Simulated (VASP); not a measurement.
# MoS2 (P-3m1) in VASP: single point with LDA

Aim: the single point of MoS2 with LDA.

All numbers are computed with VASP 6.6.1; they aren't measurements. Logs are shortened: lines on timing, memory, paths and dates and some standing lists are left out, and cuts for length are marked.

### 1 The cell of the first run

It takes space group P-3m1 (No. 164, trigonal). Conventional cell: a = 3.175 Å, b = 3.175 Å, c = 5.807 Å, α = 90.00°, β = 90.00°, γ = 120.00°. Within 3.2 Å of Mo (site symmetry -3m) lie 6 S at 2.42 Å and 6 Mo at 3.17 Å. S (site symmetry 3m) has 3 Mo at 2.42 Å and 9 S at 3.17 to 3.23 Å within 3.3 Å.

### 2 Single point, LDA

Contents of POSCAR:

```
MoS2
1.0
    3.1747657158      0.0000000000      0.0000000000
   -1.5873828579      2.7494277609      0.0000000000
    0.0000000000      0.0000000000      5.8065784942
Mo S
1 2
Direct
    0.0000000000      0.0000000000      0.5000000000
    0.3333333333      0.6666666667      0.2290831857
    0.6666666667      0.3333333333      0.7709168143
```

Contents of INCAR.step1:

```
PREC     = Accurate       # precision mode
ENCUT    = 520            # plane-wave cutoff, eV
EDIFF    = 1E-6           # SCF threshold, eV
ISMEAR   = 0              # smearing method
SIGMA    = 0.1            # smearing width, eV
LREAL    = F              # projectors in reciprocal space
LASPH    = T              # aspherical terms in the spheres
NELM     = 60             # most SCF steps
ALGO     = Normal         # electronic algorithm
ISIF     = 2              # what is computed and relaxed
LWAVE    = F              # write WAVECAR
LCHARG   = T              # write CHGCAR
LMAXMIX  = 4              # l up to which the mixer works
GGA      = CA             # functional
NBANDS   = 20             # bands
```

Contents of KPOINTS.step1:

```
regular mesh
0
Gamma
  18 18 8
```

Contents of INCAR.step2:

```
PREC     = Accurate       # precision mode
ENCUT    = 520            # plane-wave cutoff, eV
EDIFF    = 1E-6           # SCF threshold, eV
ISMEAR   = -5             # smearing method
SIGMA    = 0.1            # smearing width, eV
LREAL    = F              # projectors in reciprocal space
LASPH    = T              # aspherical terms in the spheres
NELM     = 60             # most SCF steps
ALGO     = Normal         # electronic algorithm
ISIF     = 2              # what is computed and relaxed
LWAVE    = F              # write WAVECAR
LCHARG   = F              # write CHGCAR
LMAXMIX  = 4              # l up to which the mixer works
GGA      = CA             # functional
LORBIT   = 11             # projections on sites
NBANDS   = 20             # bands
NEDOS    = 2001           # points of the DOS
ICHARG   = 11             # starting density
```

Contents of KPOINTS.step2:

```
regular mesh
0
Gamma
  27 27 12
```

Potentials or basis: VASP PAW LDA potentials, release 64 (Mo_sv, S).

Started as:

```sh
> cat potpaw_LDA.64/Mo_sv/POTCAR potpaw_LDA.64/S/POTCAR > POTCAR
> cp INCAR.step1 INCAR
> cp KPOINTS.step1 KPOINTS
> mpirun -np 1 vasp_std > vasp.out
> cp INCAR.step2 INCAR
> cp KPOINTS.step2 KPOINTS
> mpirun -np 1 vasp_std > vasp.out
```

OUTCAR:

```text
PREC = Accurate
   ENCUT = 520
   EDIFF = 1E-6
   ISMEAR = -5
   LREAL = F
   LASPH = T
   NELM = 60
   ISIF = 2
   GGA = CA
   LORBIT = 11
   ICHARG = 11

 ion  position               nearest neighbor table
   1  0.000  0.000  0.500-   2 2.42   3 2.42   2 2.42   3 2.42   3 2.42   2 2.42
   2  0.333  0.667  0.229-   1 2.42   1 2.42   1 2.42
   3  0.667  0.333  0.771-   1 2.42   1 2.42   1 2.42

  LATTYP: Found a hexagonal cell.
 ALAT       =     3.1747657158
 C/A-ratio  =     1.8289785811

  Lattice vectors:

 A1 = (   3.1747657158,   0.0000000000,   0.0000000000)
 A2 = (  -1.5873828579,   2.7494277609,   0.0000000000)
 A3 = (   0.0000000000,   0.0000000000,   5.8065784942)

Analysis of symmetry for initial positions (statically):
=====================================================================
 Subroutine PRICEL returns:
 Original cell was already a primitive cell.

 Routine SETGRP: Setting up the symmetry group for a
 hexagonal supercell.

 Subroutine GETGRP returns: Found 12 space group operations
 (whereof 12 operations were pure point group operations)
 out of a pool of 24 trial point group operations.

The static configuration has the point symmetry D_3d.

Analysis of symmetry for dynamics (positions and initial velocities):
=====================================================================
 Subroutine PRICEL returns:
 Original cell was already a primitive cell.

 Routine SETGRP: Setting up the symmetry group for a
 hexagonal supercell.

 Subroutine GETGRP returns: Found 12 space group operations
 (whereof 12 operations were pure point group operations)
 out of a pool of 24 trial point group operations.

The dynamic configuration has the point symmetry D_3d.

 Subroutine INISYM returns: Found 12 space group operations
 (whereof 12 operations are pure point group operations),
 and found     1 'primitive' translations

----------------------------------------------------------------------------------------

                                     Primitive cell

  volume of cell :      50.6844

  direct lattice vectors                    reciprocal lattice vectors
     3.174765716  0.000000000  0.000000000     0.314983873  0.181856024  0.000000000
    -1.587382858  2.749427761  0.000000000     0.000000000  0.363712047  0.000000000
     0.000000000  0.000000000  5.806578494     0.000000000  0.000000000  0.172218459

  length of vectors
     3.174765716  3.174765716  5.806578494     0.363712047  0.363712047  0.172218459

  position of ions in fractional coordinates (direct lattice)
     0.000000000  0.000000000  0.500000000
     0.333333333  0.666666667  0.229083186
     0.666666667  0.333333333  0.770916814

  ion indices of the primitive-cell ions
   primitive index   ion index
                 1           1
                 2           2
                 3           3

----------------------------------------------------------------------------------------

 KPOINTS: regular mesh

Automatic generation of k-mesh.
 Grid dimensions read from file:
 generate k-points for:   27   27   12

 Generating k-lattice:

  Cartesian coordinates                     Fractional coordinates (reciprocal lattice)
     0.011666069  0.006735408  0.000000000     0.037037037 -0.000000000  0.000000000
     0.000000000  0.013470817  0.000000000     0.000000000  0.037037037  0.000000000
     0.000000000  0.000000000  0.014351538     0.000000000  0.000000000  0.083333333

  Length of vectors
     0.013470817  0.013470817  0.014351538

  Shift w.r.t. Gamma in fractional coordinates (k-lattice)
     0.000000000  0.000000000  0.000000000

 TETIRR: Found  12968 inequivalent tetrahedra from    52488

 Subroutine IBZKPT returns following result:
 ===========================================

 Found    830 irreducible k-points:

 Following reciprocal coordinates:
            Coordinates               Weight
  0.000000  0.000000  0.000000      1.000000
  0.037037  0.000000  0.000000      6.000000
  0.074074  0.000000  0.000000      6.000000
  0.111111  0.000000  0.000000      6.000000
  0.148148  0.000000  0.000000      6.000000
  0.185185  0.000000  0.000000      6.000000
[... 16 lines left out ...]
  0.333333  0.037037  0.000000     12.000000
  0.370370  0.037037  0.000000     12.000000
 [... further k-points ...]
   k-points           NKPTS =    830   k-points in BZ     NKDIM =    830   number of bands    NBANDS=     20
   number of dos      NEDOS =   2001   number of ions     NIONS =      3
   total plane-waves  NPLWV =  27648
   dimension x,y,z NGX =    24 NGY =   24 NGZ =   48
   dimension x,y,z NGXF=    48 NGYF=   48 NGZF=   96
   ions per type =               1   2
   NGX,Y,Z   is equivalent  to a cutoff of  12.57, 12.57, 13.74 a.u.
   NGXF,Y,Z  is equivalent  to a cutoff of  25.14, 25.14, 27.49 a.u.
 SYSTEM =  unknown system
   PREC   = accura    normal or accurate (medium, high low for compatibility)
   ISTART =      0    job   : 0-new  1-cont  2-samecut
   ICHARG =     11    charge: 1-file 2-atom 10-const
   ISPIN  =      1    spin polarized calculation?
   LNONCOLLINEAR =      F non collinear calculations
   LSORBIT =      F    spin-orbit coupling
   LASPH  =      T    aspherical Exc in radial PAW
   ENCUT  =  520.0 eV  38.22 Ry    6.18 a.u.   5.90  5.90 10.80*2*pi/ulx,y,z
   NELM   =     60;   NELMIN=  2; NELMDL=  0     # of ELM steps
   EDIFF  = 0.1E-05   stopping-criterion for ELM
   LREAL  =      F    real-space projection
   EDIFFG = 0.1E-04   stopping-criterion for IOM
   NSW    =      0    number of steps for IOM
   IBRION =     -1    ionic relax: 0-MD 1-quasi-New 2-CG
   NFREE  =      0    steps in history (QN), initial steepest desc. (CG)
   ISIF   =      2    stress and relaxation
   ISYM   =      2    0-nonsym 1-usesym 2-fastsym
   POTIM  = 0.5000    time-step for ionic-motion
   TEBEG  =    0.0;   TEEND  =   0.0 temperature during run
   PSTRESS=    0.0 pullay stress
   NELECT =      26.0000    total number of electrons
   NUPDOWN=      -1.0000    fix difference up-down
   EMIN   =  10.00;   EMAX   =-10.00  energy-range for DOS
   EFERMI =   0.00;   METHOD = LEGACY
   ISMEAR =    -5;   SIGMA  =   0.10  broadening in eV -4-tet -1-fermi 0-gaus
   EFERMI_NEDOS =   21; number of points for ismear=-14 and -15
   IALGO  =     38    algorithm
   IMIX   =      4    mixing-type and parameters
     AMIX     =   0.40;   BMIX     =  1.00
     AMIX_MAG =   1.60;   BMIX_MAG =  1.00
  volume/ion in A,a.u.               =      16.89       114.01
  Fermi-wavevector in a.u.,A,eV,Ry     =   1.310513  2.476510 23.367232  1.717443
  Thomas-Fermi vector in A             =   2.441038
   LORBIT       =     11    0 simple, 1 ext, 2 COOP (PROOUT), +10 PAW based schemes
   GGA     = CA    functional components
   LHFCALC =     F    Hartree Fock is set to
   AEXX    =    0.0000 exact exchange contribution
   IVDW    =     0    specifies the selected vdW correction
   LEPSILON=     F    determine dielectric tensor
   LRPA    =     F    only Hartree local field effects (RPA)
 non-spin polarized calculation
 Fermi weights with tetrahedron method with Bloechl corrections
  energy-cutoff  :      520.00
  volume of cell :       50.68
 maximum number of plane-waves:      1380

 number of electron      25.9999997 magnetization

 Free energy of the ion-electron system (eV)
  ---------------------------------------------------
  ext. energy  EPLUGINS =         0.00000000
  ---------------------------------------------------
  free energy    TOTEN  =       -23.64277533 eV

  energy without entropy =      -23.64277533  energy(sigma->0) =      -23.64277533

 E-fermi :   8.3394     XC(G=0): -11.4941

 val. band max:        8.3832605529   @ k =   0.3333   0.3333   0.5000
 cond. band min:       8.3145879666   @ k =   0.0000   0.0000   0.3333
 fundamental gap:     -0.0686725863
 Fermi energy:         8.3393569534

 k-point     1 :       0.0000    0.0000    0.0000
  band No.  band energies     occupation
      1     -53.0762      2.00000
      2     -27.3527      2.00000
      3     -27.2333      2.00000
      4     -27.2333      2.00000
      5      -6.8751      2.00000
      6      -4.9657      2.00000
[... 12 lines left out ...]
     19      15.0262      0.00000
     20      17.7646      0.00000

 k-point     2 :       0.0370    0.0000    0.0000
  band No.  band energies     occupation
      1     -53.0756      2.00000
      2     -27.3516      2.00000
      3     -27.2386      2.00000
      4     -27.2345      2.00000
      5      -6.8528      2.00000
      6      -4.9614      2.00000
[... 12 lines left out ...]
     19      15.1158      0.00000
     20      17.7025      0.00000

 k-point     3 :       0.0741    0.0000    0.0000
  band No.  band energies     occupation
      1     -53.0741      2.00000
      2     -27.3485      2.00000
      3     -27.2545      2.00000
      4     -27.2381      2.00000
      5      -6.7865      2.00000
      6      -4.9487      2.00000
[... 12 lines left out ...]
     19      15.3629      0.00000
     20      17.5336      0.00000

 k-point     4 :       0.1111    0.0000    0.0000
  band No.  band energies     occupation
      1     -53.0715      2.00000
      2     -27.3436      2.00000
      3     -27.2798      2.00000
      4     -27.2439      2.00000
      5      -6.6779      2.00000
      6      -4.9282      2.00000
[... 429 lines left out ...]
 k-point    23 :       0.3333    0.0370    0.0000
  band No.  band energies     occupation
      1     -53.0440      2.00000
      2     -27.5438      2.00000
      3     -27.3082      2.00000
      4     -27.2896      2.00000
      5      -5.2821      2.00000
      6      -4.6489      2.00000
[... 12 lines left out ...]
     19      15.4391      0.00000
     20      16.4388      0.00000

 k-point    24 :       0.3704    0.0370    0.0000
  band No.  band energies     occupation
      1     -53.0406      2.00000
      2     -27.5754      2.00000
      3     -27.3159      2.00000
      4     -27.2830      2.00000
      5      -5.0930      2.00000
      6      -4.5704      2.00000
[... 12 lines left out ...]
     19      15.4112      0.00000
     20      16.2623      0.00000

 [... further k-points ...]
[... 5 lines left out ...]
  --------------------------------------------------------------------------------------
  -------------------------------------------------------------------------------------
  Total       -1.1614120     -1.1614120     -1.2508564      0.0000000      0.0000000      0.0000000
  in kB      -36.7132286    -36.7132286    -39.5406455      0.0000000      0.0000000      0.0000000
  external PRESSURE =     -37.6557009 kB  Pullay stress =       0.0000000 kB

 VOLUME and BASIS-vectors are now :
 -----------------------------------------------------------------------------
  energy-cutoff  :      520.00
  volume of cell :       50.68
      direct lattice vectors                 reciprocal lattice vectors
     3.174765716  0.000000000  0.000000000     0.314983873  0.181856024  0.000000000
    -1.587382858  2.749427761  0.000000000     0.000000000  0.363712047  0.000000000
     0.000000000  0.000000000  5.806578494     0.000000000  0.000000000  0.172218459

 POSITION                                       TOTAL-FORCE (eV/Angst)
 -----------------------------------------------------------------------------------
      0.00000      0.00000      2.90329         0.000000      0.000000      0.000000
     -0.00000      1.83295      1.33019         0.000000      0.000000      0.325492
      1.58738      0.91648      4.47639        -0.000000      0.000000     -0.325492
 -----------------------------------------------------------------------------------
    total drift:                                0.000000     -0.000000      0.000000

  FREE ENERGIE OF THE ION-ELECTRON SYSTEM (eV)
  ---------------------------------------------------
  free  energy   TOTEN  =       -23.6427753337 eV

  energy  without entropy=      -23.6427753337  energy(sigma->0) =      -23.64277533

 total charge

# of ion       s       p       d       tot
------------------------------------------
    1        2.295   6.216   3.944  12.454
    2        1.367   2.309   0.000   3.676
    3        1.367   2.309   0.000   3.676
--------------------------------------------------
tot          5.029  10.834   3.944  19.807
```

Run time: 3.7 min. Hardware: 1 thread of AMD EPYC 9R45 (Zen 5), shared host; peak memory 0.77 GiB.

What came out:

* Valence electrons inside the program's atomic spheres: Mo 12.45; S 3.68
